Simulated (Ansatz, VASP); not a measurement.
# KRu4 in VASP and in Ansatz

```
K Ru
1.0
     4.83184    0.00000    0.00000
    -2.41592    4.18450    0.00000
     0.00000    0.00000    4.69980
K Ru
1 4
Direct
  0.00000 0.00000 0.00000
  0.33333 0.66667 0.00000
  0.66667 0.33333 0.00000
  0.33333 0.66667 0.50000
  0.66667 0.33333 0.50000
```

Alike in both runs: functional PBE; k mesh 12 × 12 × 8; occupations gaussian, width 0.1 eV; no spin polarisation.

Ansatz relaxed the structure, and its values are those at the end. VASP's run is a single point on that final structure, the one shown.

```csv
,VASP,Ansatz
version,VASP 6.6.1,Ansatz 0.2.0
potentials or method,"VASP PAW PBE potentials, release 64 (K_sv, Ru_pv), cutoff 520 eV","scalar-relativistic, plane waves, PAW"
valence electrons in the cell,65,73
```

VASP gave:

| Property | Result |
| --- | --- |
| gap on the k mesh at the Fermi level (eV) | none |
| pressure (GPa) | 0.3 |

**Question.** Estimate Ansatz's values.

**Answer.** gap on the k mesh at the Fermi level (eV): none; pressure (GPa): 0.0.

A gap of «none» marks a metal or a gap that the smearing closes. VASP's potentials hold 65 valence electrons a cell and Ansatz's 73, so a difference there can come from the potentials and not from the codes.
